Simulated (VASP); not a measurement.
# Ag (I4/mmm) in VASP: a series of runs

Runs on Ag. Level: PBEsol. Tasks: single point.

All numbers are computed with VASP 6.6.1; they aren't measurements. Logs are shortened: lines on timing, memory, paths and dates and some standing lists are left out, and cuts for length are marked.

### 1 The cell of the first run

Symmetry: I4/mmm, No. 139, tetragonal system. The conventional cell has a = 3.106 Å, b = 3.106 Å, c = 4.086 Å, α = 90.00°, β = 90.00°, γ = 90.00°. Ag (site symmetry 4/mmm) has 12 Ag at 3.00 to 3.11 Å within 3.9 Å.

### 2 Single point, PBEsol (strain +0.0750 x Voigt [1, 1, 0, 0, 0, 0])

INCAR reads:

```
SYSTEM = Ag
PREC = Accurate
ENCUT = 520
EDIFF = 1E-7
ISMEAR = 0
SIGMA = 0.15
LREAL = .False.
LASPH = .True.
NELM = 80
ALGO = Fast
ISIF = 2
LWAVE = .False.
LCHARG = .True.
GGA = PS
LELF = .True.
LVHAR = .True.
NBANDS = 12
```

KPOINTS reads:

```
Automatic mesh
0
Gamma
  20 20 20
  0 0 0
```

POSCAR reads:

```
Ag
1.0
    0.0000000000      2.1963325000      2.0431000000
    2.1963325000      0.0000000000      2.0431000000
    2.1963325000      2.1963325000      0.0000000000
Ag
1
Direct
    0.0000000000      0.0000000000      0.0000000000
```

Potentials or basis: VASP PAW PBE potentials, release 64 (Ag).

Launch:

```
> cat potpaw_PBE.64/Ag/POTCAR > POTCAR
> mpirun -np 1 vasp_std > vasp.out
```

OUTCAR:

```text
SYSTEM = Ag
   PREC = Accurate
   ENCUT = 520
   EDIFF = 1E-7
   ISMEAR = 0
   LREAL = .False.
   LASPH = .True.
   NELM = 80
   ISIF = 2
   GGA = PS

 ion  position               nearest neighbor table
   1  0.000  0.000  0.000-

  LATTYP: Found a body centered tetragonal cell.
 ALAT       =     3.1060832090
 C/A-ratio  =     1.3155474999

  Lattice vectors:

 A1 = (   0.0000000000,  -2.1963325000,  -2.0431000000)
 A2 = (   0.0000000000,   2.1963325000,  -2.0431000000)
 A3 = (   2.1963325000,   0.0000000000,   2.0431000000)

Analysis of symmetry for initial positions (statically):
=====================================================================
 Subroutine PRICEL returns:
 Original cell was already a primitive cell.

 Routine SETGRP: Setting up the symmetry group for a
 body centered tetragonal supercell.

 Subroutine GETGRP returns: Found 16 space group operations
 (whereof 16 operations were pure point group operations)
 out of a pool of 16 trial point group operations.

The static configuration has the point symmetry D_4h.

Analysis of symmetry for dynamics (positions and initial velocities):
=====================================================================
 Subroutine PRICEL returns:
 Original cell was already a primitive cell.

 Routine SETGRP: Setting up the symmetry group for a
 body centered tetragonal supercell.

 Subroutine GETGRP returns: Found 16 space group operations
 (whereof 16 operations were pure point group operations)
 out of a pool of 16 trial point group operations.

The dynamic configuration has the point symmetry D_4h.

 Subroutine INISYM returns: Found 16 space group operations
 (whereof 16 operations are pure point group operations),
 and found     1 'primitive' translations

----------------------------------------------------------------------------------------

                                     Primitive cell

  volume of cell :      19.7113

  direct lattice vectors                    reciprocal lattice vectors
     0.000000000  2.196332500  2.043100000    -0.227652234  0.227652234  0.244726151
     2.196332500  0.000000000  2.043100000     0.227652234 -0.227652234  0.244726151
     2.196332500  2.196332500  0.000000000     0.227652234  0.227652234 -0.244726151

  length of vectors
     2.999688994  2.999688994  3.106083209     0.404403225  0.404403225  0.404403225

  position of ions in fractional coordinates (direct lattice)
     0.000000000  0.000000000  0.000000000

  ion indices of the primitive-cell ions
   primitive index   ion index
                 1           1

----------------------------------------------------------------------------------------

 KPOINTS: Automatic mesh

Automatic generation of k-mesh.
 Grid dimensions read from file:
 generate k-points for:   20   20   20

 Generating k-lattice:

  Cartesian coordinates                     Fractional coordinates (reciprocal lattice)
    -0.011382612  0.011382612  0.012236308     0.050000000  0.000000000  0.000000000
     0.011382612 -0.011382612  0.012236308     0.000000000  0.050000000  0.000000000
     0.011382612  0.011382612 -0.012236308     0.000000000  0.000000000  0.050000000

  Length of vectors
     0.020220161  0.020220161  0.020220161

  Shift w.r.t. Gamma in fractional coordinates (k-lattice)
     0.000000000  0.000000000  0.000000000

 Subroutine IBZKPT returns following result:
 ===========================================

 Found    641 irreducible k-points:

 Following reciprocal coordinates:
            Coordinates               Weight
  0.000000  0.000000  0.000000      1.000000
  0.050000 -0.000000  0.000000      8.000000
  0.100000 -0.000000  0.000000      8.000000
  0.150000 -0.000000  0.000000      8.000000
  0.200000 -0.000000  0.000000      8.000000
  0.250000 -0.000000  0.000000      8.000000
[... 16 lines left out ...]
 -0.400000  0.050000  0.000000      8.000000
 -0.350000  0.050000  0.000000      8.000000
 [... further k-points ...]
   k-points           NKPTS =    641   k-points in BZ     NKDIM =    641   number of bands    NBANDS=     12
   number of dos      NEDOS =    301   number of ions     NIONS =      1
   total plane-waves  NPLWV =  13824
   dimension x,y,z NGX =    24 NGY =   24 NGZ =   24
   dimension x,y,z NGXF=    48 NGYF=   48 NGZF=   48
   ions per type =               1
   NGX,Y,Z   is equivalent  to a cutoff of  13.30, 13.30, 12.85 a.u.
   NGXF,Y,Z  is equivalent  to a cutoff of  26.60, 26.60, 25.69 a.u.
 SYSTEM =  Ag
   PREC   = accura    normal or accurate (medium, high low for compatibility)
   ISTART =      0    job   : 0-new  1-cont  2-samecut
   ICHARG =      2    charge: 1-file 2-atom 10-const
   ISPIN  =      1    spin polarized calculation?
   LNONCOLLINEAR =      F non collinear calculations
   LSORBIT =      F    spin-orbit coupling
   LASPH  =      T    aspherical Exc in radial PAW
   ENCUT  =  520.0 eV  38.22 Ry    6.18 a.u.   5.58  5.58  5.78*2*pi/ulx,y,z
   NELM   =     80;   NELMIN=  2; NELMDL= -5     # of ELM steps
   EDIFF  = 0.1E-06   stopping-criterion for ELM
   LREAL  =      F    real-space projection
   EDIFFG = 0.1E-05   stopping-criterion for IOM
   NSW    =      0    number of steps for IOM
   IBRION =     -1    ionic relax: 0-MD 1-quasi-New 2-CG
   NFREE  =      0    steps in history (QN), initial steepest desc. (CG)
   ISIF   =      2    stress and relaxation
   ISYM   =      2    0-nonsym 1-usesym 2-fastsym
   POTIM  = 0.5000    time-step for ionic-motion
   TEBEG  =    0.0;   TEEND  =   0.0 temperature during run
   PSTRESS=    0.0 pullay stress
   NELECT =      11.0000    total number of electrons
   NUPDOWN=      -1.0000    fix difference up-down
   EMIN   =  10.00;   EMAX   =-10.00  energy-range for DOS
   EFERMI =   0.00;   METHOD = LEGACY
   ISMEAR =     0;   SIGMA  =   0.15  broadening in eV -4-tet -1-fermi 0-gaus
   EFERMI_NEDOS =   21; number of points for ismear=-14 and -15
   IALGO  =     68    algorithm
   IMIX   =      4    mixing-type and parameters
     AMIX     =   0.40;   BMIX     =  1.00
     AMIX_MAG =   1.60;   BMIX_MAG =  1.00
  volume/ion in A,a.u.               =      19.71       133.02
  Fermi-wavevector in a.u.,A,eV,Ry     =   1.347826  2.547022 24.716815  1.816635
  Thomas-Fermi vector in A             =   2.475545
   LORBIT       =      0    0 simple, 1 ext, 2 COOP (PROOUT), +10 PAW based schemes
   GGA     = PS    functional components
   LHFCALC =     F    Hartree Fock is set to
   AEXX    =    0.0000 exact exchange contribution
   IVDW    =     0    specifies the selected vdW correction
   LEPSILON=     F    determine dielectric tensor
   LRPA    =     F    only Hartree local field effects (RPA)
 non-spin polarized calculation
 RMM-DIIS sequential band-by-band and
 Gauss-broadening in eV      SIGMA  =   0.15
  energy-cutoff  :      520.00
  volume of cell :       19.71
 maximum number of plane-waves:       548
   NGX = 11   NGY = 11   NGZ = 11

 number of electron      10.9999997 magnetization

 Free energy of the ion-electron system (eV)
  ---------------------------------------------------
  ext. energy  EPLUGINS =         0.00000000
  ---------------------------------------------------
  free energy    TOTEN  =        -3.16510488 eV

  energy without entropy =       -3.16201540  energy(sigma->0) =       -3.16356014

 E-fermi :   6.3736     XC(G=0): -11.5673

 val. band max:        6.3706345924   @ k =  -0.2500   0.3000   0.0500
 cond. band min:       6.3890931463   @ k =   0.5000   0.0000   0.0500
 fundamental gap:      0.0184585539
 Fermi energy:         6.3736485802

 k-point     1 :       0.0000    0.0000    0.0000
  band No.  band energies     occupation
      1      -0.4437      2.00000
      2       1.9755      2.00000
      3       1.9755      2.00000
      4       2.3141      2.00000
      5       2.6975      2.00000
      6       3.0447      2.00000
      7      22.0505      0.00000
      8      24.5306      0.00000
      9      24.5306      0.00000
     10      25.0973      0.00000
     11      29.1716      0.00000
     12      29.1984      0.00000

 k-point     2 :       0.0500   -0.0000    0.0000
  band No.  band energies     occupation
      1      -0.3737      2.00000
      2       1.9752      2.00000
      3       1.9930      2.00000
      4       2.3171      2.00000
      5       2.6952      2.00000
      6       3.0352      2.00000
      7      22.0228      0.00000
      8      23.9806      0.00000
      9      24.5264      0.00000
     10      24.9412      0.00000
     11      28.8784      0.00000
     12      29.4891      0.00000

 k-point     3 :       0.1000   -0.0000    0.0000
  band No.  band energies     occupation
      1      -0.1691      2.00000
      2       1.9722      2.00000
      3       2.0381      2.00000
      4       2.3321      2.00000
      5       2.6955      2.00000
      6       3.0111      2.00000
      7      21.5911      0.00000
      8      22.9639      0.00000
      9      24.5011      0.00000
     10      24.8725      0.00000
     11      28.1633      0.00000
     12      29.1201      0.00000

 k-point     4 :       0.1500   -0.0000    0.0000
  band No.  band energies     occupation
      1       0.1480      2.00000
      2       1.9761      2.00000
      3       2.0867      2.00000
      4       2.3638      2.00000
      5       2.7210      2.00000
      6       2.9864      2.00000
      7      20.1248      0.00000
      8      22.6837      0.00000
      9      24.4159      0.00000
     10      24.8221      0.00000
     11      27.5434      0.00000
     12      28.3850      0.00000

 k-point     5 :       0.2000   -0.0000    0.0000
  band No.  band energies     occupation
      1       0.5157      2.00000
      2       2.0491      2.00000
      3       2.1065      2.00000
      4       2.3957      2.00000
      5       2.8007      2.00000
      6       2.9852      2.00000
      7      18.3112      0.00000
      8      22.5367      0.00000
      9      24.2100      0.00000
     10      24.7589      0.00000
     11      27.2485      0.00000
     12      27.6680      0.00000
[... 228 lines left out ...]
      1       0.8566      2.00000
      2       1.9302      2.00000
      3       2.2200      2.00000
      4       3.3048      2.00000
      5       3.5877      2.00000
      6       6.4344      0.56689
      7       9.3225      0.00000
      8      20.8786      0.00000
      9      21.6092      0.00000
     10      23.4006      0.00000
     11      26.8711      0.00000
     12      27.6822      0.00000

 k-point    22 :      -0.4500    0.0500    0.0000
  band No.  band energies     occupation
      1       0.8627      2.00000
      2       1.9326      2.00000
      3       2.2227      2.00000
      4       3.3264      2.00000
      5       3.5427      2.00000
      6       6.1545      1.96120
      7       9.6584      0.00000
      8      20.9517      0.00000
      9      21.8702      0.00000
     10      23.0792      0.00000
     11      26.7573      0.00000
     12      27.6602      0.00000

 k-point    23 :      -0.4000    0.0500    0.0000
  band No.  band energies     occupation
      1       0.8924      2.00000
      2       1.9564      2.00000
      3       2.2467      2.00000
      4       3.2843      2.00000
      5       3.4308      2.00000
      6       5.2066      2.00000
      7      10.9220      0.00000
      8      21.1577      0.00000
      9      22.3454      0.00000
     10      22.8962      0.00000
     11      26.6505      0.00000
     12      27.5797      0.00000

 k-point    24 :      -0.3500    0.0500    0.0000
  band No.  band energies     occupation
      1       0.9335      2.00000
      2       1.9986      2.00000
      3       2.2878      2.00000
      4       3.1615      2.00000
      5       3.2682      2.00000
      6       4.2402      2.00000
      7      12.4922      0.00000
      8      21.4790      0.00000
      9      22.8452      0.00000
     10      23.0182      0.00000
     11      26.5455      0.00000
     12      27.3830      0.00000

 [... further k-points ...]

------------------------ aborting loop because EDIFF is reached ----------------------------------------

  FORCE on cell =-STRESS in cart. coord.  units (eV):
  Direction    XX          YY          ZZ          XY          YZ          ZX
  --------------------------------------------------------------------------------------
  -------------------------------------------------------------------------------------
  Total       -1.5586157     -1.5586157     -1.4066901      0.0000000     -0.0000000      0.0000000
  in kB     -126.6875189   -126.6875189   -114.3386882      0.0000000     -0.0000000      0.0000000
  external PRESSURE =    -122.5712420 kB  Pullay stress =       0.0000000 kB

 VOLUME and BASIS-vectors are now :
 -----------------------------------------------------------------------------
  energy-cutoff  :      520.00
  volume of cell :       19.71
      direct lattice vectors                 reciprocal lattice vectors
     0.000000000  2.196332500  2.043100000    -0.227652234  0.227652234  0.244726151
     2.196332500  0.000000000  2.043100000     0.227652234 -0.227652234  0.244726151
     2.196332500  2.196332500  0.000000000     0.227652234  0.227652234 -0.244726151

 POSITION                                       TOTAL-FORCE (eV/Angst)
 -----------------------------------------------------------------------------------
      0.00000      0.00000      0.00000         0.000000      0.000000     -0.000000
 -----------------------------------------------------------------------------------
    total drift:                               -0.000000     -0.000000     -0.000000

  FREE ENERGIE OF THE ION-ELECTRON SYSTEM (eV)
  ---------------------------------------------------
  free  energy   TOTEN  =        -3.1651048811 eV

  energy  without entropy=       -3.1620154018  energy(sigma->0) =       -3.16356014
```

Wall time 86 s (1 thread of Intel Xeon 8259CL, shared host); peak memory 0.26 GiB.

What came out:

| Quantity | Value |
| --- | --- |
| Free energy | -3.1651 eV |
| Pressure | -12.3 GPa |
| Band gap on the k mesh | zero (an odd number of electrons rules out a gap without spin polarisation) |

Caveat: the cell differs from its parent crystal (strain +0.0750 x Voigt [1, 1, 0, 0, 0, 0]); the cell stands under tension; the PAW data sets were made with another functional, which shifts forces and pressure a little.

[end of part 1 of 2]

The gap in the log of VASP goes by the Fermi energy; the results here count the filled bands.